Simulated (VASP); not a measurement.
Runs of VASP 6.6.1 on CeO2. The structure is that of space group Fm-3m (No. 225), or close to it. The cells are those of the table. 

```tsv
level	potentials or basis	cell	k mesh	cutoff (eV)	grid for exact exchange (PRECFOCK)	share of exact exchange	gap on the mesh (eV)	pressure (GPa)	moment (μB)
r2SCAN	VASP PAW PBE potentials, release 64 (Ce, O)	a = 3.745 Å, angles 60.0°, 3 atoms	9 × 9 × 9	520	-	-	2.49	17.6	0.00
LDA	VASP PAW LDA potentials, release 64 (Ce, O)	a = 3.899 Å, angles 60.0°, 3 atoms	9 × 9 × 9	520	-	-	1.78	-14.2	0.00
r2SCAN	VASP PAW PBE potentials, release 64 (Ce, O)	a = 3.874 Å, angles 60.0°, 3 atoms	9 × 9 × 9	520	-	-	2.15	-4.3	0.00
PBEsol	VASP PAW PBE potentials, release 64 (Ce, O)	a = 3.745 Å, angles 60.0°, 3 atoms	9 × 9 × 9	520	-	-	2.20	12.4	0.00
LDA	VASP PAW LDA potentials, release 64 (Ce, O)	a = 3.772 Å, angles 60.0°, 3 atoms	9 × 9 × 9	520	-	-	2.05	3.3	0.00
r2SCAN-based global hybrid with 50 % exact exchange	VASP PAW PBE potentials, release 64 (Ce, O)	a = 3.824 Å, angles 60.0°, 3 atoms	5 × 5 × 5	800	Normal	0.5	7.56	-6.3	0.00
LDA	VASP PAW LDA potentials, release 64 (Ce, O)	a = 3.745 Å, angles 60.0°, 3 atoms	9 × 9 × 9	520	-	-	2.11	(b)	0.00
LDA	VASP PAW LDA potentials, release 64 (Ce, O)	a = 3.849 Å, angles 60.0°, 3 atoms	9 × 9 × 9	520	-	-	1.88	(a)	0.00
```

Alike in all rows: task single point; spin collinear, ferromagnetic start; smearing fermi-dirac 0.05 eV.

Q: Estimate the missing entries.

A: (a) -8.2; (b) 8.1.

Caveats: the magnetic or orbital state may not be the lowest; the moments typed at the start vanished in this run; spin-orbit coupling is left out, which moves the levels of the heavy elements; an odd mesh through Γ misses points on the zone boundary, where band edges can lie; the cell stands under pressure (at least some runs); the PAW data sets were made with another functional, which shifts forces and pressure a little (at least some runs); the cell stands under tension (at least some runs).

A k mesh can miss the band edges, and the runs leave out spin-orbit coupling on Ce.
